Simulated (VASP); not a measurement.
Set up this calculation in VASP 6.6.1, as the native input.

| Item | Value |
| --- | --- |
| Task | single point |
| Functional | PBE |
| Potentials or basis | VASP PAW PBE potentials, release 64 (W_sv, S) |
| Cutoff | 520 eV |
| k mesh | 6 × 6 × 4 |
| Occupations | gaussian, width 0.1 eV |
| Spin | collinear spin |
| Starting moments | [1.28, 0.0, 0.0, 0.0, 0.0] μB |
| Dipole correction | no |
| Further INCAR settings | ALGO = Normal; EDIFF = 1e-06; NBANDS = 39 |

The structure of W3S2 lies in POSCAR:

```
W3S2
1.0
    4.1385245699      0.0000000000      0.0000000000
   -2.0692622850      3.5840674117      0.0000000000
    0.0000000000      0.0000000000      5.0787128107
W S
3 2
Direct
    0.0000000000      0.0000000000      0.0000000000
    0.3333333333      0.6666666667      0.6777463667
    0.6666666667      0.3333333333      0.3222536333
    0.3333333333      0.6666666667      0.2033775808
    0.6666666667      0.3333333333      0.7966224192
```

These files were run (other wordings do the same):

INCAR

```
SYSTEM = W3S2
ALGO = Normal ; EDIFF = 1E-6
ENCUT = 520 ; GGA = PE
ISIF = 2 ; ISMEAR = 0
ISPIN = 2 ; LASPH = .True.
LCHARG = .False. ; LMAXMIX = 4
LORBIT = 11 ; LREAL = .False.
LWAVE = .False. ; MAGMOM = 1.28 0 0 0 0
NBANDS = 39 ; NELM = 150
PREC = Accurate ; SIGMA = 0.1
```

KPOINTS

```
k-points
0
Gamma
  6 6 4
  0 0 0
```

Potentials or basis: VASP PAW PBE potentials, release 64 (W_sv, S).

Command:

```console
$ cat potpaw_PBE.64/W_sv/POTCAR potpaw_PBE.64/S/POTCAR > POTCAR
$ mpirun -np 1 vasp_std > vasp.out
```

It gave:

The pressure is 0.4 GPa, the largest force is 0.024 eV/Å and the band gap on the k mesh is zero (filled and empty bands overlap). The net moment is 0.00 μB per cell. The valence electrons inside the program's atomic spheres are W 12.05, 12.11 (each value once); S 3.61.

Caveat: spin-orbit coupling is left out, which moves the levels of the heavy elements.

Run time: 2.3 min on 1 thread of Intel Xeon 8259CL (shared host), peak memory 0.28 GiB.
